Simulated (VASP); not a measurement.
A run of VASP 6.6.1 is set up as follows.

Contents of INCAR:

```
PREC = Accurate
ENCUT = 520
EDIFF = 1E-6
ISMEAR = 0
SIGMA = 0.15
LREAL = False
LASPH = True
NELM = 60
ALGO = Fast
ISIF = 2
LWAVE = False
LCHARG = False
GGA = PE
NBANDS = 11
```

The input KPOINTS:

```
regular mesh
0
Gamma
  22 22 22
```

POSCAR

```
Pt
1.0
    0.0000000000      2.2001972334      1.6156048285
    2.2001972334      0.0000000000      1.6156048285
    2.2001972334      2.2001972334      0.0000000000
Pt
1
Direct
    0.0000000000      0.0000000000      0.0000000000
```

Potentials or basis: VASP PAW PBE potentials, release 64 (Pt).

Command:

```bash
$ cat potpaw_PBE.64/Pt/POTCAR > POTCAR
$ mpirun -np 1 vasp_std > vasp.out
```

Task: Estimate the band gap on the k mesh.

Result: Zero (band 5 reaches 11.44 eV, above the bottom of band 6 at 9.23 eV).

Task: Predict the pressure.

Result: 2.4 GPa.

Stress tensor (GPa, compression positive):
```
1.33 0.00 0.00
0.00 1.33 0.00
0.00 0.00 4.63
```

Caveat: spin-orbit coupling is left out, which moves the levels of the heavy elements.
